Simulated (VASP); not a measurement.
Runs of VASP 6.6.1 on Cu. The structure is that of space group I4/mmm (No. 139), or close to it. The cells are those of the table. 

```tsv
cell	further INCAR settings	gap on the mesh (eV)	pressure (GPa)
a = 2.489, b = 2.489, c = 2.951 Å, angles 53.6, 53.6, 72.7°, 1 atom	ALGO = Fast; EDIFF = 1e-07; NBANDS = 12	none	-5.0
a = 2.847, b = 2.847, c = 2.233 Å, angles 66.9, 66.9, 46.2°, 1 atom	ALGO = Fast; EDIFF = 1e-07; NBANDS = 12	none	10.8
a = 2.490, b = 2.490, c = 2.777 Å, angles 56.1, 56.1, 67.8°, 1 atom	ALGO = Fast; EDIFF = 1e-06; NBANDS = 12	none	(a)
a = 2.657, b = 2.657, c = 2.405 Å, angles 63.1, 63.1, 53.8°, 1 atom	ALGO = Fast; EDIFF = 1e-06; NBANDS = 12	none	-3.8
a = 2.504, b = 2.504, c = 2.698 Å, angles 57.4, 57.4, 65.2°, 1 atom	ALGO = Fast; EDIFF = 1e-07; NBANDS = 12	none	-5.2
a = 2.525, b = 2.525, c = 2.628 Å, angles 58.6, 58.6, 62.7°, 1 atom	ALGO = Fast; EDIFF = 1e-06; NBANDS = 12	none	-5.4
a = 2.789, b = 2.789, c = 2.277 Å, angles 65.9, 65.9, 48.2°, 1 atom	ALGO = Fast; EDIFF = 1e-07; NBANDS = 12	none	5.2
a = 2.716, b = 2.716, c = 2.342 Å, angles 64.5, 64.5, 51.1°, 1 atom	ALGO = Fast; EDIFF = 1e-07; NBANDS = 12	none	(b)
```

Alike in all rows: task single point; level PBEsol; potentials or basis VASP PAW PBE potentials, release 64 (Cu); no spin polarisation; k mesh 24 × 24 × 24; cutoff (eV) 520; smearing gaussian 0.15 eV.

Problem. Estimate the missing entries.

Solution. (a) -5.3; (b) -0.5.

Caveats: the PAW data sets were made with another functional, which shifts forces and pressure a little.

A gap of «none» marks levels without a gap at the run's occupations.
